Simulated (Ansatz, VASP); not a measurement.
# One calculation of InP, two programs

```
CELL_PARAMETERS angstrom
0.00000 2.93050 2.93050
2.93050 0.00000 2.93050
2.93050 2.93050 0.00000
ATOMIC_POSITIONS crystal
In 0.00000 0.00000 0.00000
P 0.25000 0.25000 0.25000
```

Alike in both runs: task single point; functional PBE; k mesh 6 × 6 × 6; occupations gaussian, width 0.05 eV; no spin polarisation.

|  | VASP | Ansatz |
| --- | --- | --- |
| version | VASP 6.6.1 | Ansatz 0.2.0 |
| potentials or method | VASP PAW PBE potentials, release 64 (In_d, P), cutoff 520 eV | plane waves, PAW |
| valence electrons in the cell | 18 | 18 |

```csv
,VASP,Ansatz,Ansatz less VASP
pressure (GPa),3.3,3.3,+0.05
```

With one functional, cell and mesh, what is left measures potentials, basis and numerics.
